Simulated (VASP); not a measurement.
# TaSi2 (P6_422) in VASP: notebook

Runs on TaSi2. Level: r2SCAN. Tasks: single point.

Program: VASP 6.6.1. These are calculated values, not measurements. Logs are shortened: lines on timing, memory, paths and dates and some standing lists are left out, and cuts for length are marked.

## (1) The cell of the first run

The structure is hexagonal, space group P6_422 (No. 181). The conventional cell has a = 4.876 Å, b = 4.876 Å, c = 6.505 Å, α = 90.00°, β = 90.00°, γ = 120.00°. Within 3.4 Å of Ta (site symmetry 222) lie 10 Si at 2.61 to 2.89 Å and 4 Ta at 3.26 Å. Within 3.4 Å of Si (site symmetry 2) lie 9 Si at 2.54 to 3.36 Å and 5 Ta at 2.61 to 2.89 Å.

## (2) Single point, r2SCAN (biaxial strain in the a-b plane: +2.0 %, then relaxed in part)

POSCAR reads:

```
TaSi2
1.0
    4.8755668885      0.0000000000      0.0000000000
   -2.4377834442      4.2223647833      0.0000000000
    0.0000000000      0.0000000000      6.5048768530
Ta Si
3 6
Direct
    0.5000000000      0.0000000000      0.0000000000
    0.5000000000      0.5000000000      0.6666666667
    0.0000000000      0.5000000000      0.3333333333
    0.1574935445      0.3149870890      0.0000000000
    0.8425064555      0.1574935445      0.6666666667
    0.6850129110      0.8425064555      0.3333333333
    0.8425064555      0.6850129110      0.0000000000
    0.1574935445      0.8425064555      0.6666666667
    0.3149870890      0.1574935445      0.3333333333
```

INCAR.step1 reads:

```
SYSTEM = TaSi2
  PREC = Accurate
  ENCUT = 520
  ISMEAR = 0
  SIGMA = 0.1
  LREAL = .False.
  LASPH = .True.
  NELM = 60
  NBANDS = 38
  GGA = PE
  ALGO = Normal
  EDIFF = 1E-4
  LWAVE = .True.
  LCHARG = .False.
```

INCAR.step2 reads:

```
SYSTEM = TaSi2
  PREC = Accurate
  ENCUT = 520
  EDIFF = 1E-6
  ISMEAR = 0
  SIGMA = 0.1
  LREAL = .False.
  LASPH = .True.
  NELM = 60
  ALGO = Normal
  ISIF = 2
  LWAVE = .False.
  LCHARG = .False.
  METAGGA = R2SCAN
  LMIXTAU = .True.
  NBANDS = 38
  ISTART = 1
```

KPOINTS reads:

```
Automatic mesh
0
Gamma
  12 12 6
  0 0 0
```

Potentials or basis: VASP PAW PBE potentials, release 64 (Ta_pv, Si).

Started as:

```sh
> cat potpaw_PBE.64/Ta_pv/POTCAR potpaw_PBE.64/Si/POTCAR > POTCAR
> cp INCAR.step1 INCAR
> mpirun -np 1 vasp_std > vasp.out
> cp INCAR.step2 INCAR
> mpirun -np 1 vasp_std > vasp.out
```

OUTCAR:

```text
SYSTEM = TaSi2
   PREC = Accurate
   ENCUT = 520
   EDIFF = 1E-6
   ISMEAR = 0
   LREAL = .False.
   LASPH = .True.
   NELM = 60
   ISIF = 2
   METAGGA = R2SCAN
   ISTART = 1

 ion  position               nearest neighbor table
   1  0.500  0.000  0.000-   6 2.61   9 2.61   8 2.61   5 2.61   4 2.78   7 2.78   4 2.78   7 2.78
                             4 2.89   7 2.89   2 3.26   2 3.26   3 3.26   3 3.26
   2  0.500  0.500  0.667-   4 2.61   7 2.61   6 2.61   9 2.61   5 2.78   8 2.78   8 2.78   5 2.78
                             8 2.89   5 2.89   1 3.26   1 3.26   3 3.26   3 3.26
   3  0.000  0.500  0.333-   4 2.61   7 2.61   5 2.61   8 2.61   6 2.78   9 2.78   9 2.78   6 2.78
                             6 2.89   9 2.89   1 3.26   1 3.26   2 3.26   2 3.26
   4  0.157  0.315  0.000-   9 2.54   5 2.54   3 2.61   2 2.61   7 2.66   1 2.78   1 2.78   1 2.89
                             7 2.90   7 2.90
   5  0.843  0.157  0.667-   4 2.54   6 2.54   1 2.61   3 2.61   8 2.66   2 2.78   2 2.78   2 2.89
                             8 2.90   8 2.90
   6  0.685  0.843  0.333-   7 2.54   5 2.54   1 2.61   2 2.61   9 2.66   3 2.78   3 2.78   3 2.89
                             9 2.90   9 2.90
   7  0.843  0.685  0.000-   6 2.54   8 2.54   3 2.61   2 2.61   4 2.66   1 2.78   1 2.78   1 2.89
                             4 2.90   4 2.90
   8  0.157  0.843  0.667-   7 2.54   9 2.54   1 2.61   3 2.61   5 2.66   2 2.78   2 2.78   2 2.89
                             5 2.90   5 2.90
   9  0.315  0.157  0.333-   4 2.54   8 2.54   1 2.61   2 2.61   6 2.66   3 2.78   3 2.78   3 2.89
                             6 2.90   6 2.90

  LATTYP: Found a hexagonal cell.
 ALAT       =     4.8755668885
 C/A-ratio  =     1.3341785687

  Lattice vectors:

 A1 = (   4.8755668885,   0.0000000000,   0.0000000000)
 A2 = (  -2.4377834442,   4.2223647833,   0.0000000000)
 A3 = (   0.0000000000,   0.0000000000,   6.5048768530)

Analysis of symmetry for initial positions (statically):
=====================================================================
 Subroutine PRICEL returns:
 Original cell was already a primitive cell.

 Routine SETGRP: Setting up the symmetry group for a
 hexagonal supercell.

 Subroutine GETGRP returns: Found 12 space group operations
 (whereof  4 operations were pure point group operations)
 out of a pool of 24 trial point group operations.

The static configuration has the point symmetry D_2 .
 The point group associated with its full space group is D_6 .

Analysis of symmetry for dynamics (positions and initial velocities):
=====================================================================
 Subroutine PRICEL returns:
 Original cell was already a primitive cell.

 Routine SETGRP: Setting up the symmetry group for a
 hexagonal supercell.

 Subroutine GETGRP returns: Found 12 space group operations
 (whereof  4 operations were pure point group operations)
 out of a pool of 24 trial point group operations.

The dynamic configuration has the point symmetry D_2 .
 The point group associated with its full space group is D_6 .

 Subroutine INISYM returns: Found 12 space group operations
 (whereof  4 operations are pure point group operations),
 and found     1 'primitive' translations

----------------------------------------------------------------------------------------

                                     Primitive cell

  volume of cell :     133.9121

  direct lattice vectors                    reciprocal lattice vectors
     4.875566888  0.000000000  0.000000000     0.205104355  0.118417054  0.000000000
    -2.437783444  4.222364783  0.000000000     0.000000000  0.236834109  0.000000000
     0.000000000  0.000000000  6.504876853     0.000000000  0.000000000  0.153730812

  length of vectors
     4.875566888  4.875566888  6.504876853     0.236834109  0.236834109  0.153730812

  position of ions in fractional coordinates (direct lattice)
     0.500000000  0.000000000  0.000000000
     0.500000000  0.500000000  0.666666667
     1.000000000  0.500000000  0.333333333
     0.157493544  0.314987089  0.000000000
     0.842506456  0.157493544  0.666666667
     0.685012911  0.842506456  0.333333333
     0.842506456  0.685012911  0.000000000
     0.157493544  0.842506456  0.666666667
     0.314987089  0.157493544  0.333333333

  ion indices of the primitive-cell ions
   primitive index   ion index
                 1           1
                 2           2
                 3           3
                 4           4
                 5           5
                 6           6
                 7           7
                 8           8
                 9           9

----------------------------------------------------------------------------------------

 KPOINTS: Automatic mesh

Automatic generation of k-mesh.
 Grid dimensions read from file:
 generate k-points for:   12   12    6

 Generating k-lattice:

  Cartesian coordinates                     Fractional coordinates (reciprocal lattice)
     0.017092030  0.009868088  0.000000000     0.083333333 -0.000000000  0.000000000
     0.000000000  0.019736176  0.000000000     0.000000000  0.083333333  0.000000000
     0.000000000  0.000000000  0.025621802     0.000000000  0.000000000  0.166666667

  Length of vectors
     0.019736176  0.019736176  0.025621802

  Shift w.r.t. Gamma in fractional coordinates (k-lattice)
     0.000000000  0.000000000  0.000000000

 Subroutine IBZKPT returns following result:
 ===========================================

 Found     76 irreducible k-points:

 Following reciprocal coordinates:
            Coordinates               Weight
  0.000000  0.000000  0.000000      1.000000
  0.083333  0.000000  0.000000      6.000000
  0.166667  0.000000  0.000000      6.000000
  0.250000  0.000000  0.000000      6.000000
  0.333333  0.000000  0.000000      6.000000
  0.416667  0.000000  0.000000      6.000000
[... 16 lines left out ...]
  0.250000  0.000000  0.166667     12.000000
  0.333333  0.000000  0.166667     12.000000
 [... further k-points ...]
   k-points           NKPTS =     76   k-points in BZ     NKDIM =     76   number of bands    NBANDS=     38
   number of dos      NEDOS =    301   number of ions     NIONS =      9
   total plane-waves  NPLWV =  62208
   dimension x,y,z NGX =    36 NGY =   36 NGZ =   48
   dimension x,y,z NGXF=    72 NGYF=   72 NGZF=   96
   ions per type =               3   6
   NGX,Y,Z   is equivalent  to a cutoff of  12.28, 12.28, 12.27 a.u.
   NGXF,Y,Z  is equivalent  to a cutoff of  24.55, 24.55, 24.53 a.u.
 SYSTEM =  TaSi2
   PREC   = accura    normal or accurate (medium, high low for compatibility)
   ISTART =      1    job   : 0-new  1-cont  2-samecut
   ICHARG =      0    charge: 1-file 2-atom 10-const
   ISPIN  =      1    spin polarized calculation?
   LNONCOLLINEAR =      F non collinear calculations
   LSORBIT =      F    spin-orbit coupling
   LASPH  =      T    aspherical Exc in radial PAW
   ENCUT  =  520.0 eV  38.22 Ry    6.18 a.u.   9.07  9.07 12.09*2*pi/ulx,y,z
   NELM   =     60;   NELMIN=  2; NELMDL=  0     # of ELM steps
   EDIFF  = 0.1E-05   stopping-criterion for ELM
   LREAL  =      F    real-space projection
   EDIFFG = 0.1E-04   stopping-criterion for IOM
   NSW    =      0    number of steps for IOM
   IBRION =     -1    ionic relax: 0-MD 1-quasi-New 2-CG
   NFREE  =      0    steps in history (QN), initial steepest desc. (CG)
   ISIF   =      2    stress and relaxation
   ISYM   =      2    0-nonsym 1-usesym 2-fastsym
   POTIM  = 0.5000    time-step for ionic-motion
   TEBEG  =    0.0;   TEEND  =   0.0 temperature during run
   PSTRESS=    0.0 pullay stress
   NELECT =      57.0000    total number of electrons
   NUPDOWN=      -1.0000    fix difference up-down
   EMIN   =  10.00;   EMAX   =-10.00  energy-range for DOS
   EFERMI =   0.00;   METHOD = LEGACY
   ISMEAR =     0;   SIGMA  =   0.10  broadening in eV -4-tet -1-fermi 0-gaus
   EFERMI_NEDOS =   21; number of points for ismear=-14 and -15
   IALGO  =     38    algorithm
   IMIX   =      4    mixing-type and parameters
     AMIX     =   0.40;   BMIX     =  1.00
     AMIX_MAG =   1.60;   BMIX_MAG =  1.00
  volume/ion in A,a.u.               =      14.88       100.41
  Fermi-wavevector in a.u.,A,eV,Ry     =   1.231477  2.327155 20.633735  1.516537
  Thomas-Fermi vector in A             =   2.366285
   LORBIT       =      0    0 simple, 1 ext, 2 COOP (PROOUT), +10 PAW based schemes
   METAGGA = R2SCAN    functional components
   LHFCALC =     F    Hartree Fock is set to
   AEXX    =    0.0000 exact exchange contribution
   IVDW    =     0    specifies the selected vdW correction
   LEPSILON=     F    determine dielectric tensor
   LRPA    =     F    only Hartree local field effects (RPA)
 non-spin polarized calculation
 Gauss-broadening in eV      SIGMA  =   0.10
  energy-cutoff  :      520.00
  volume of cell :      133.91
 maximum number of plane-waves:      3633
   NGX = 19   NGY = 19   NGZ = 25

 number of electron      57.0000006 magnetization

 Free energy of the ion-electron system (eV)
  ---------------------------------------------------
  ext. energy  EPLUGINS =         0.00000000
  ---------------------------------------------------
  free energy    TOTEN  =      -202.30939821 eV

  energy without entropy =     -202.29530757  energy(sigma->0) =     -202.30235289

 E-fermi :   9.0485     XC(G=0): -12.8358

 val. band max:        9.0362564901   @ k =   0.3333   0.1667   0.3333
 cond. band min:       9.0569190823   @ k =   0.3333   0.2500   0.1667
 fundamental gap:      0.0206625922
 Fermi energy:         9.0484933391

 k-point     1 :       0.0000    0.0000    0.0000
  band No.  band energies     occupation
      1     -26.6759      2.00000
      2     -26.6450      2.00000
      3     -26.6450      2.00000
      4     -26.6067      2.00000
      5     -26.6067      2.00000
      6     -26.5059      2.00000
[... 30 lines left out ...]
     37      12.9743      0.00000
     38      13.3099      0.00000
[... 941 lines left out ...]
     37      13.0918      0.00000
     38      13.3743      0.00000

 [... further k-points ...]

------------------------ aborting loop because EDIFF is reached ----------------------------------------

  FORCE on cell =-STRESS in cart. coord.  units (eV):
  Direction    XX          YY          ZZ          XY          YZ          ZX
  --------------------------------------------------------------------------------------
  -------------------------------------------------------------------------------------
  Total       -6.0583415     -6.0583415      0.1294982     -0.0000000     -0.0000000      0.0000000
  in kB      -72.4843720    -72.4843720      1.5493670     -0.0000000     -0.0000000      0.0000000
  external PRESSURE =     -47.8064590 kB  Pullay stress =       0.0000000 kB

 VOLUME and BASIS-vectors are now :
 -----------------------------------------------------------------------------
  energy-cutoff  :      520.00
  volume of cell :      133.91
      direct lattice vectors                 reciprocal lattice vectors
     4.875566888  0.000000000  0.000000000     0.205104355  0.118417054  0.000000000
    -2.437783444  4.222364783  0.000000000     0.000000000  0.236834109  0.000000000
     0.000000000  0.000000000  6.504876853     0.000000000  0.000000000  0.153730812

 POSITION                                       TOTAL-FORCE (eV/Angst)
 -----------------------------------------------------------------------------------
      2.43778      0.00000      0.00000        -0.000000     -0.000000      0.000000
      1.21889      2.11118      4.33658        -0.000000     -0.000000      0.000000
     -1.21889      2.11118      2.16829        -0.000000     -0.000000      0.000000
      0.00000      1.32999      0.00000        -0.000000     -0.008668      0.000000
      3.72376      0.66500      4.33658         0.007506     -0.004334      0.000000
      1.28598      3.55737      2.16829         0.007506      0.004334     -0.000000
      2.43778      2.89237      0.00000         0.000000      0.008668     -0.000000
     -1.28598      3.55737      4.33658        -0.007506      0.004334      0.000000
      1.15181      0.66500      2.16829        -0.007506     -0.004334     -0.000000
 -----------------------------------------------------------------------------------
    total drift:                                0.000000     -0.000000     -0.000000

  FREE ENERGIE OF THE ION-ELECTRON SYSTEM (eV)
  ---------------------------------------------------
  free  energy   TOTEN  =      -202.3093982101 eV

  energy  without entropy=     -202.2953075677  energy(sigma->0) =     -202.30235289
```

It took 30 min on 1 thread of Intel Xeon 8259CL, shared host; peak memory 0.46 GiB.

Results:

```
Free energy            : -202.3094 eV
Pressure               : -4.8 GPa
Largest force          : 0.009 eV/Å
Band gap on the k mesh : zero (an odd number of electrons rules out a gap without spin polarisation)
```

Forces on the atoms (eV/Å):
```
Ta   0.000  0.000  0.000
Ta   0.000  0.000  0.000
Ta   0.000  0.000  0.000
Si   0.000 -0.009  0.000
Si   0.008 -0.004  0.000
Si   0.008  0.004  0.000
Si   0.000  0.009  0.000
Si  -0.008  0.004  0.000
Si  -0.008 -0.004  0.000
```

Stress tensor (GPa, compression positive):
```
-7.25  0.00  0.00
 0.00 -7.25  0.00
 0.00  0.00  0.15
```

Caveat: the cell differs from its parent crystal (biaxial strain in the a-b plane: +2.0 %, then relaxed in part); the stress differs along the axes, from -7 to 0 GPa; the PAW data sets were made with another functional, which shifts forces and pressure a little; spin-orbit coupling is left out, which moves the levels of the heavy elements; an odd number of electrons without spin polarisation forces a metal; a magnetic or distorted state may lie lower.

## (3) Single point, r2SCAN

This run uses another cell than the first one, of 14.41 Å³/atom.

POSCAR reads:

```
TaSi2
1.0
    4.7799675404      0.0000000000      0.0000000000
   -2.3899837702      4.1395733193      0.0000000000
    0.0000000000      0.0000000000      6.5547553952
Ta Si
3 6
Direct
    0.5000000000      0.0000000000      0.0000000000
    0.5000000000      0.5000000000      0.6666666667
    0.0000000000      0.5000000000      0.3333333333
    0.1582725695      0.3165451391      0.0000000000
    0.8417274305      0.1582725695      0.6666666667
    0.6834548609      0.8417274305      0.3333333333
    0.8417274305      0.6834548609      0.0000000000
    0.1582725695      0.8417274305      0.6666666667
    0.3165451391      0.1582725695      0.3333333333
```

INCAR.step1 reads:

```
SYSTEM = TaSi2
ALGO = Normal
EDIFF = 1E-5
ENCUT = 550
GGA = PE
GGA_COMPAT = .FALSE.
ISMEAR = 0
LASPH = .TRUE.
LCHARG = .FALSE.
LREAL = .FALSE.
LWAVE = .TRUE.
NBANDS = 38
NELM = 120
PREC = Accurate
SIGMA = 0.15
```

INCAR.step2 reads:

```
SYSTEM = TaSi2
ALGO = Normal
EDIFF = 1E-6
ENCUT = 550
GGA_COMPAT = .FALSE.
ISIF = 2
ISMEAR = 0
ISTART = 1
LASPH = .TRUE.
LCHARG = .TRUE.
LELF = .TRUE.
LMIXTAU = .TRUE.
LREAL = .FALSE.
LVHAR = .TRUE.
LWAVE = .FALSE.
METAGGA = R2SCAN
NBANDS = 38
NELM = 120
PREC = Accurate
SIGMA = 0.15
```

KPOINTS reads:

```
k-points
0
G
  12 12 6
  0 0 0
```

Potentials or basis: VASP PAW PBE potentials, release 64 (Ta_pv, Si).

Started as:

```sh
> cat potpaw_PBE.64/Ta_pv/POTCAR potpaw_PBE.64/Si/POTCAR > POTCAR
> cp INCAR.step1 INCAR
> mpirun -np 1 vasp_std > vasp.out
> cp INCAR.step2 INCAR
> mpirun -np 1 vasp_std > vasp.out
```

OUTCAR:

```text
SYSTEM = TaSi2
   EDIFF = 1E-6
   ENCUT = 550
   ISIF = 2
   ISMEAR = 0
   ISTART = 1
   LASPH = .TRUE.
   LREAL = .FALSE.
   METAGGA = R2SCAN
   NELM = 120
   PREC = Accurate

 ion  position               nearest neighbor table
   1  0.500  0.000  0.000-   6 2.60   9 2.60   8 2.60   5 2.60   4 2.73   7 2.73   7 2.73   4 2.73
                             4 2.83   7 2.83   2 3.24   2 3.24   3 3.24   3 3.24
   2  0.500  0.500  0.667-   4 2.60   7 2.60   6 2.60   9 2.60   8 2.73   5 2.73   8 2.73   5 2.73
                             8 2.83   5 2.83   1 3.24   1 3.24   3 3.24   3 3.24
   3  0.000  0.500  0.333-   4 2.60   7 2.60   5 2.60   8 2.60   9 2.73   6 2.73   9 2.73   6 2.73
                             6 2.83   9 2.83   1 3.24   1 3.24   2 3.24   2 3.24
   4  0.158  0.317  0.000-   5 2.55   9 2.55   3 2.60   2 2.60   7 2.62   1 2.73   1 2.73   1 2.83
                             7 2.83   7 2.83
   5  0.842  0.158  0.667-   4 2.55   6 2.55   1 2.60   3 2.60   8 2.62   2 2.73   2 2.73   2 2.83
                             8 2.83   8 2.83
   6  0.683  0.842  0.333-   7 2.55   5 2.55   1 2.60   2 2.60   9 2.62   3 2.73   3 2.73   3 2.83
                             9 2.83   9 2.83
   7  0.842  0.683  0.000-   8 2.55   6 2.55   3 2.60   2 2.60   4 2.62   1 2.73   1 2.73   1 2.83
                             4 2.83   4 2.83
[... 1194 lines left out ...]
     37      13.7042      0.00000
     38      13.9957      0.00000

 [... further k-points ...]

------------------------ aborting loop because EDIFF is reached ----------------------------------------

  FORCE on cell =-STRESS in cart. coord.  units (eV):
  Direction    XX          YY          ZZ          XY          YZ          ZX
  --------------------------------------------------------------------------------------
  -------------------------------------------------------------------------------------
  Total        0.2265853      0.2265853      0.2331261      0.0000000      0.0000000      0.0000000
  in kB        2.7990157      2.7990157      2.8798140      0.0000000      0.0000000      0.0000000
  external PRESSURE =       2.8259485 kB  Pullay stress =       0.0000000 kB

 VOLUME and BASIS-vectors are now :
 -----------------------------------------------------------------------------
  energy-cutoff  :      550.00
  volume of cell :      129.70
      direct lattice vectors                 reciprocal lattice vectors
     4.779967540  0.000000000  0.000000000     0.209206442  0.120785395  0.000000000
    -2.389983770  4.139573319  0.000000000     0.000000000  0.241570791  0.000000000
     0.000000000  0.000000000  6.554755395     0.000000000  0.000000000  0.152560994

 POSITION                                       TOTAL-FORCE (eV/Angst)
 -----------------------------------------------------------------------------------
      2.38998      0.00000      0.00000         0.000000     -0.000000      0.000000
      1.19499      2.06979      4.36984        -0.000000     -0.000000      0.000000
     -1.19499      2.06979      2.18492         0.000000     -0.000000      0.000000
     -0.00000      1.31036      0.00000        -0.000000     -0.001652      0.000000
      3.64516      0.65518      4.36984         0.001431     -0.000826     -0.000000
      1.25518      3.48439      2.18492         0.001431      0.000826      0.000000
      2.38998      2.82921      0.00000         0.000000      0.001652      0.000000
     -1.25518      3.48439      4.36984        -0.001431      0.000826     -0.000000
      1.13481      0.65518      2.18492        -0.001431     -0.000826     -0.000000
 -----------------------------------------------------------------------------------
    total drift:                               -0.000000     -0.000000     -0.000000

  FREE ENERGIE OF THE ION-ELECTRON SYSTEM (eV)
  ---------------------------------------------------
  free  energy   TOTEN  =      -202.4358757150 eV

  energy  without entropy=     -202.4011322044  energy(sigma->0) =     -202.41850396
```

It took 43 min on 1 thread of Oxide Virtual Turin-like, shared host; peak memory 0.48 GiB.

What came out:

- Free energy: -202.4359 eV
- Pressure: 0.3 GPa
- Band gap on the k mesh: zero (an odd number of electrons rules out a gap without spin polarisation)

Caveat: the PAW data sets were made with another functional, which shifts forces and pressure a little; spin-orbit coupling is left out, which moves the levels of the heavy elements; an odd number of electrons without spin polarisation forces a metal; a magnetic or distorted state may lie lower.

The gap in the log of VASP goes by the Fermi energy; the results here count the filled bands.